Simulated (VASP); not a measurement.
LuIO, 6 atoms in the cell. Symmetry: P4/nmm, No. 129, tetragonal system. The conventional cell has a = 3.893 Å, b = 3.893 Å, c = 9.271 Å, α = 90.00°, β = 90.00°, γ = 90.00°. Lu (site symmetry 4mm) has 4 O at 2.22 Å within 2.9 Å. I (site symmetry 4mm) has 5 Lu at 3.34 to 4.05 Å and 4 O at 3.55 Å and 8 I at 3.89 to 4.31 Å within 4.4 Å. O (site symmetry -4m2) has 4 Lu at 2.22 Å and 4 O at 2.75 Å within 2.9 Å. 

| Item | Value |
| --- | --- |
| Program | VASP 6.6.1 |
| Task | single point |
| Functional | PBEsol |
| Potentials or basis | VASP PAW PBE potentials, release 64 (Lu, I, O) |
| Cutoff | 520 eV |
| k mesh | 5 × 5 × 2 |
| Occupations | methfessel-paxton, width 0.05 eV |
| Spin | no spin polarisation |
| Dipole correction | no |
| Further INCAR settings | ALGO = Normal; EDIFF = 1e-06; NBANDS = 47 |

Potentials or basis: VASP PAW PBE potentials, release 64 (Lu, I, O).

The run is started by

```bash
$ cat potpaw_PBE.64/Lu/POTCAR potpaw_PBE.64/I/POTCAR potpaw_PBE.64/O/POTCAR > POTCAR
$ mpirun -np 1 vasp_std > vasp.out
```

Hardware: 1 thread of Intel(R) Xeon(R) Platinum 8375C CPU @ 2.90GHz (Ice Lake), with other jobs on the host.

Task: How long does it take, and how much memory?

Result: Run time: 100 s on 1 thread of Intel(R) Xeon(R) Platinum 8375C CPU @ 2.90GHz (Ice Lake) (shared host), peak memory 0.28 GiB. Counts: scf iterations 16, k points 12.
